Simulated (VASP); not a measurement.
# Ta (C2/c) in VASP: notebook

Ta is run at these levels: PBE; tasks: single point, relaxation of cell and atoms.

Program: VASP 6.6.1. These are calculated values, not measurements. Logs are shortened: lines on timing, memory, paths and dates and some standing lists are left out, and cuts for length are marked.

## (1) The cell of the first run

The structure is monoclinic, space group C2/c (No. 15). Conventional cell: a = 2.789 Å, b = 8.120 Å, c = 3.360 Å, α = 90.00°, β = 92.02°, γ = 90.00°. Within 3.6 Å of Ta (site symmetry 2) lie 10 Ta at 2.71 to 3.36 Å.

## (2) Single point, PBE

Contents of INCAR:

```
SYSTEM = Ta
PREC = Accurate
ENCUT = 520
EDIFF = 1E-7
ISMEAR = 0
SIGMA = 0.1
LREAL = .False.
LASPH = .True.
NELM = 80
ALGO = Fast
ISIF = 2
LWAVE = .False.
LCHARG = .False.
GGA = PE
NBANDS = 18
```

Contents of KPOINTS:

```
regular mesh
0
Gamma
  6 6 6
  0 0 0
```

Contents of POSCAR:

```
Ta
1.0
    1.3945166662     -4.0600299034      0.0000000000
    1.3945166662      4.0600299034      0.0000000000
   -0.1184280423      0.0000000000      3.3576593508
Ta
2
Direct
    0.8690000000      0.1310000000      0.2500000000
    0.1310000000      0.8690000000      0.7500000000
```

Potentials or basis: VASP PAW PBE potentials, release 64 (Ta_pv).

Run with:

```
$ cat potpaw_PBE.64/Ta_pv/POTCAR > POTCAR
$ mpirun -np 1 vasp_std > vasp.out
```

OUTCAR:

```text
SYSTEM = Ta
   PREC = Accurate
   ENCUT = 520
   EDIFF = 1E-7
   ISMEAR = 0
   LREAL = .False.
   LASPH = .True.
   NELM = 80
   ISIF = 2
   GGA = PE

 ion  position               nearest neighbor table
   1  0.869  0.131  0.250-   2 2.71   2 2.71   2 2.89   2 2.89   2 2.94   2 2.94
   2  0.131  0.869  0.750-   1 2.71   1 2.71   1 2.89   1 2.89   1 2.94   1 2.94

  LATTYP: Found a base centered monoclinic cell.
 ALAT       =     2.7890333324
 B/A-ratio  =     2.9114244396
 C/A-ratio  =     1.2046278548
 COS(beta)  =    -0.0352490928

  Lattice vectors:

 A1 = (   1.3945166662,  -4.0600299034,   0.0000000000)
 A2 = (   1.3945166662,   4.0600299034,   0.0000000000)
 A3 = (  -0.1184280423,   0.0000000000,   3.3576593508)

Analysis of symmetry for initial positions (statically):
=====================================================================
 Subroutine PRICEL returns:
 Original cell was already a primitive cell.

 Routine SETGRP: Setting up the symmetry group for a
 base centered monoclinic supercell.

 Subroutine GETGRP returns: Found  4 space group operations
 (whereof  2 operations were pure point group operations)
 out of a pool of  4 trial point group operations.

The static configuration has the point symmetry S_2 .
 The point group associated with its full space group is C_2h.

Analysis of symmetry for dynamics (positions and initial velocities):
=====================================================================
 Subroutine PRICEL returns:
 Original cell was already a primitive cell.

 Routine SETGRP: Setting up the symmetry group for a
 base centered monoclinic supercell.

 Subroutine GETGRP returns: Found  4 space group operations
 (whereof  2 operations were pure point group operations)
 out of a pool of  4 trial point group operations.

The dynamic configuration has the point symmetry S_2 .
 The point group associated with its full space group is C_2h.

 Subroutine INISYM returns: Found  4 space group operations
 (whereof  2 operations are pure point group operations),
 and found     1 'primitive' translations

----------------------------------------------------------------------------------------

                                     Primitive cell

  volume of cell :      38.0207

  direct lattice vectors                    reciprocal lattice vectors
     1.394516666 -4.060029903  0.000000000     0.358547167 -0.123151802  0.012646321
     1.394516666  4.060029903  0.000000000     0.358547167  0.123151802  0.012646321
    -0.118428042  0.000000000  3.357659351     0.000000000  0.000000000  0.297826520
[... 84 lines left out ...]
   EDIFF  = 0.1E-06   stopping-criterion for ELM
   LREAL  =      F    real-space projection
   EDIFFG = 0.1E-05   stopping-criterion for IOM
   NSW    =      0    number of steps for IOM
   IBRION =     -1    ionic relax: 0-MD 1-quasi-New 2-CG
   NFREE  =      0    steps in history (QN), initial steepest desc. (CG)
   ISIF   =      2    stress and relaxation
   ISYM   =      2    0-nonsym 1-usesym 2-fastsym
   POTIM  = 0.5000    time-step for ionic-motion
   TEBEG  =    0.0;   TEEND  =   0.0 temperature during run
   PSTRESS=    0.0 pullay stress
   NELECT =      22.0000    total number of electrons
   NUPDOWN=      -1.0000    fix difference up-down
   EMIN   =  10.00;   EMAX   =-10.00  energy-range for DOS
   EFERMI =   0.00;   METHOD = LEGACY
   ISMEAR =     0;   SIGMA  =   0.10  broadening in eV -4-tet -1-fermi 0-gaus
   EFERMI_NEDOS =   21; number of points for ismear=-14 and -15
   IALGO  =     68    algorithm
   IMIX   =      4    mixing-type and parameters
     AMIX     =   0.40;   BMIX     =  1.00
     AMIX_MAG =   1.60;   BMIX_MAG =  1.00
  volume/ion in A,a.u.               =      19.01       128.29
  Fermi-wavevector in a.u.,A,eV,Ry     =   1.364193  2.577951 25.320755  1.861023
  Thomas-Fermi vector in A             =   2.490530
   LORBIT       =      0    0 simple, 1 ext, 2 COOP (PROOUT), +10 PAW based schemes
   GGA     = PE    functional components
   LHFCALC =     F    Hartree Fock is set to
   AEXX    =    0.0000 exact exchange contribution
   IVDW    =     0    specifies the selected vdW correction
   LEPSILON=     F    determine dielectric tensor
   LRPA    =     F    only Hartree local field effects (RPA)
 non-spin polarized calculation
 RMM-DIIS sequential band-by-band and
 Gauss-broadening in eV      SIGMA  =   0.10
  energy-cutoff  :      520.00
  volume of cell :       38.02
 maximum number of plane-waves:      1038
   NGX = 15   NGY = 15   NGZ = 13

 number of electron      21.9999999 magnetization

 Free energy of the ion-electron system (eV)
  ---------------------------------------------------
  ext. energy  EPLUGINS =         0.00000000
  ---------------------------------------------------
  free energy    TOTEN  =       -22.29469667 eV

  energy without entropy =      -22.27936790  energy(sigma->0) =      -22.28703228

 E-fermi :   5.4147     XC(G=0): -12.2679

 val. band max:        5.4142950464   @ k =  -0.1667   0.5000   0.1667
 cond. band min:       5.4174485978   @ k =   0.3333   0.0000   0.0000
 fundamental gap:      0.0031535514
 Fermi energy:         5.4147120805

 k-point     1 :       0.0000    0.0000    0.0000
  band No.  band energies     occupation
      1     -29.2156      2.00000
      2     -28.8813      2.00000
      3     -28.1410      2.00000
      4     -28.1355      2.00000
      5     -28.0670      2.00000
      6     -27.9759      2.00000
[... 481 lines left out ...]
      5     -28.0300      2.00000
      6     -28.0244      2.00000
[... 10 lines left out ...]
     17      11.3807      0.00000
     18      11.5088      0.00000

 [... further k-points ...]

------------------------ aborting loop because EDIFF is reached ----------------------------------------

  FORCE on cell =-STRESS in cart. coord.  units (eV):
  Direction    XX          YY          ZZ          XY          YZ          ZX
  --------------------------------------------------------------------------------------
  -------------------------------------------------------------------------------------
  Total        0.6204549      2.5300927      0.2170944      0.0000000      0.0000000     -0.1976779
  in kB       26.1457586    106.6172409      9.1482827      0.0000000      0.0000000     -8.3300774
  external PRESSURE =      47.3037607 kB  Pullay stress =       0.0000000 kB

 VOLUME and BASIS-vectors are now :
 -----------------------------------------------------------------------------
  energy-cutoff  :      520.00
  volume of cell :       38.02
      direct lattice vectors                 reciprocal lattice vectors
     1.394516666 -4.060029903  0.000000000     0.358547167 -0.123151802  0.012646321
     1.394516666  4.060029903  0.000000000     0.358547167  0.123151802  0.012646321
    -0.118428042  0.000000000  3.357659351     0.000000000  0.000000000  0.297826520

 POSITION                                       TOTAL-FORCE (eV/Angst)
 -----------------------------------------------------------------------------------
      1.36491     -2.99630      0.83941        -0.000000      0.829650     -0.000000
      1.30570      2.99630      2.51824         0.000000     -0.829650      0.000000
 -----------------------------------------------------------------------------------
    total drift:                                0.000000      0.000000     -0.000000

  FREE ENERGIE OF THE ION-ELECTRON SYSTEM (eV)
  ---------------------------------------------------
  free  energy   TOTEN  =       -22.2946966721 eV

  energy  without entropy=      -22.2793678958  energy(sigma->0) =      -22.28703228
```

OSZICAR:

```text
N       E                     dE             d eps       ncg     rms          rms(c)
DAV:   1     0.171323582272E+03    0.17132E+03   -0.12794E+04  2448   0.126E+03
DAV:   2    -0.188123790173E+02   -0.19014E+03   -0.18662E+03  3018   0.355E+02
DAV:   3    -0.230105946295E+02   -0.41982E+01   -0.41515E+01  2900   0.499E+01
DAV:   4    -0.230431138645E+02   -0.32519E-01   -0.32438E-01  2720   0.455E+00
DAV:   5    -0.230433524534E+02   -0.23859E-03   -0.23858E-03  2758   0.383E-01    0.180E+01
RMM:   6    -0.224575672707E+02    0.58579E+00   -0.60975E-01  2491   0.571E+00    0.896E+00
RMM:   7    -0.222941970048E+02    0.16337E+00   -0.68361E-01  2629   0.581E+00    0.533E-01
RMM:   8    -0.222942282395E+02   -0.31235E-04   -0.39387E-02  2986   0.150E+00    0.482E-01
RMM:   9    -0.222949079400E+02   -0.67970E-03   -0.77744E-03  3087   0.541E-01    0.241E-01
RMM:  10    -0.222947071662E+02    0.20077E-03   -0.19280E-03  2669   0.332E-01    0.116E-01
RMM:  11    -0.222946883441E+02    0.18822E-04   -0.27894E-04  3147   0.125E-01    0.180E-02
RMM:  12    -0.222946948473E+02   -0.65031E-05   -0.61323E-05  3383   0.486E-02    0.136E-02
RMM:  13    -0.222946957521E+02   -0.90479E-06   -0.81321E-06  3351   0.160E-02    0.739E-03
RMM:  14    -0.222946962187E+02   -0.46668E-06   -0.21302E-06  2985   0.826E-03    0.557E-03
RMM:  15    -0.222946963630E+02   -0.14431E-06   -0.40940E-07  2015   0.403E-03    0.247E-03
RMM:  16    -0.222946965082E+02   -0.14514E-06   -0.91270E-08  1567   0.161E-03    0.468E-03
RMM:  17    -0.222946967421E+02   -0.23397E-06   -0.21369E-08  1405   0.982E-04    0.748E-04
RMM:  18    -0.222946966721E+02    0.70072E-07   -0.47164E-09   789   0.437E-04
   1 F= -.22294697E+02 E0= -.22287032E+02  d E =-.153288E-01
```

stdout:

```text
POSCAR found type information on POSCAR Ta
 POSCAR found :  1 types and       2 ions
 scaLAPACK will be used
 LDA part: xc-table for (Slater+PW92), standard interpolation
 POSCAR, INCAR and KPOINTS ok, starting setup
 FFT: planning ... GRIDC
 FFT: planning ... GRID_SOFT
 FFT: planning ... GRID
 WAVECAR not read
 entering main loop
```

Run time: 94 s. Hardware: 1 thread of Intel Xeon 8259CL, shared host; peak memory 0.19 GiB.

What came out:

* Free energy: -22.2947 eV
* Pressure: 4.7 GPa
* Largest force: 0.830 eV/Å
* Band gap on the k mesh: zero (band 11 reaches 6.60 eV, above the bottom of band 12 at 5.09 eV)

Forces on the atoms (eV/Å):
```
Ta   0.000  0.830  0.000
Ta   0.000 -0.830  0.000
```

Stress tensor (GPa, compression positive):
```
 2.61  0.00 -0.83
 0.00 10.66  0.00
-0.83  0.00  0.91
```

Caveat: the k points lie up to 0.40 Å⁻¹ apart; spin-orbit coupling is left out, which moves the levels of the heavy elements.

## (3) Relaxation of cell and atoms, PBE

Contents of INCAR:

```
PREC = Accurate
ENCUT = 600
EDIFF = 1E-7
ISMEAR = 0
SIGMA = 0.1
LREAL = F
LASPH = T
NELM = 100
ALGO = Fast
ISIF = 3
LWAVE = F
LCHARG = F
GGA = PE
IBRION = 2
NSW = 90
EDIFFG = -0.04
```

Contents of KPOINTS:

```
Automatic mesh
0
Gamma
  6 6 6
```

POSCAR is that of step 2.

Potentials or basis: VASP PAW PBE potentials, release 64 (Ta_pv).

Run with:

```
$ cat potpaw_PBE.64/Ta_pv/POTCAR > POTCAR
$ mpirun -np 1 vasp_std > vasp.out
```

Wall time 29 min (1 thread of Intel Xeon 8259CL, shared host); peak memory 0.23 GiB.

Results (log left out):

```yaml
Free_energy: -23.3322 eV
Relaxed_volume: 18.70 Å³/atom
Relaxed_cell: a = 5.149 Å, b = 5.149 Å, c = 2.979 Å, α = 96.89°, β = 96.89°, γ = 148.21°
Space_group_after_relaxing_to_0.05_Å: C2/c (No. 15)
Energy_gained_by_relaxing: 518.5 meV/atom
Ionic_steps: 23
Pressure_after_relaxing: -0.1 GPa
Band_gap_on_the_k_mesh: zero (band 11 reaches 6.68 eV, above the bottom of band 12 at 4.39 eV)
```

Stress tensor (GPa, compression positive):
```
-0.14  0.00  0.19
 0.00 -0.21  0.00
 0.19  0.00 -0.02
```

The path:
```csv
step,energy change (eV),largest force (eV/Å),pressure (GPa),volume (Å³)
1,0.0000,0.8294,4.75,38.02
2,-0.0633,0.0395,-7.76,41.17
3,-0.0785,0.1957,-4.23,40.17
4,-0.1772,0.6834,-1.57,39.43
5,-0.2112,1.3393,1.83,38.78
6,-0.2968,1.4803,1.95,38.72
7,-0.5083,1.3140,3.13,38.24
8,-0.5125,1.2427,4.44,37.99
9,-0.5795,0.7746,-0.39,38.73
10,-0.5795,0.7762,-0.38,38.73
11,-0.7068,0.7367,-2.52,38.79
12,-0.8725,0.7199,-5.17,38.79
13,-0.8966,0.6263,-5.20,38.72
14,-0.9583,0.4958,2.66,37.03
15,-0.9595,0.4512,3.91,36.78
16,-1.0095,0.0369,3.62,36.72
17,-1.0174,0.3781,4.01,36.66
18,-1.0296,0.1883,-2.76,37.95
19,-1.0325,0.2430,-0.74,37.55
20,-1.0361,0.1121,-0.23,37.43
21,-1.0369,0.0169,0.16,37.34
22,-1.0369,0.0119,0.18,37.34
23,-1.0370,0.0009,-0.13,37.39
```

Final structure:
```
Ta
1.0
     1.37900   -4.95174   -0.29426
     1.37900    4.95174   -0.29426
    -0.71808    0.00000    2.89117
Ta
2
Direct
  0.87415 0.12585 0.25000
  0.12585 0.87415 0.75000
```

Levels at points of the mesh, in eV from the Fermi level:
| k point | band 9 | band 10 | band 11 | band 12 | band 13 | band 14 |
| --- | --- | --- | --- | --- | --- | --- |
| (0.00, 0.00, 0.00) | -0.46 | -0.34 | 0.64 | 1.28 | 1.67 | 2.17 |
| (0.50, 0.00, 0.00) | -2.81 | -0.69 | 0.36 | 0.99 | 2.78 | 4.29 |
| (0.50, 0.50, 0.00) | -0.98 | -0.71 | -0.01 | 0.27 | 2.44 | 2.48 |
| (0.00, 0.00, 0.50) | -1.70 | -1.70 | -0.96 | -0.96 | 4.05 | 4.05 |
| (0.50, 0.00, 0.50) | -2.89 | -0.67 | 0.67 | 0.67 | 2.89 | 3.94 |
| (0.50, 0.50, 0.50) | -1.99 | -1.99 | 1.32 | 1.32 | 3.42 | 3.42 |

Caveat: the k points lie up to 0.43 Å⁻¹ apart in the final cell; spin-orbit coupling is left out, which moves the levels of the heavy elements.
